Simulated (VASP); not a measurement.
TaC, 2 atoms in the cell. Symmetry: Fm-3m, No. 225, cubic system. The conventional cell has a = 4.383 Å, b = 4.383 Å, c = 4.383 Å, α = 90.00°, β = 90.00°, γ = 90.00°. Within 2.9 Å of Ta (site symmetry m-3m) lie 6 C at 2.19 Å. Within 2.9 Å of C (site symmetry m-3m) lie 6 Ta at 2.19 Å. 

- Program: VASP 6.6.1
- Task: single point
- Functional: LDA
- Potentials or basis: VASP PAW LDA potentials, release 64 (Ta_pv, C)
- Cutoff: 600 eV
- k mesh: 10 × 10 × 10
- Occupations: gaussian, width 0.05 eV
- Spin: no spin polarisation
- Dipole correction: no
- Further INCAR settings: ALGO = Normal; EDIFF = 1e-06; NBANDS = 14

Potentials or basis: VASP PAW LDA potentials, release 64 (Ta_pv, C).

Run with:

```bash
$ cat potpaw_LDA.64/Ta_pv/POTCAR potpaw_LDA.64/C/POTCAR > POTCAR
$ mpirun -np 1 vasp_std > vasp.out
```

Hardware: 1 thread of Intel Xeon 8259CL (shared host).

Task: Estimate the wall time of this run.

Result: Wall time 34 s on 1 thread of Intel Xeon 8259CL, with other jobs on the host, peak memory 0.15 GiB. Counts: scf iterations 13, k points 47.
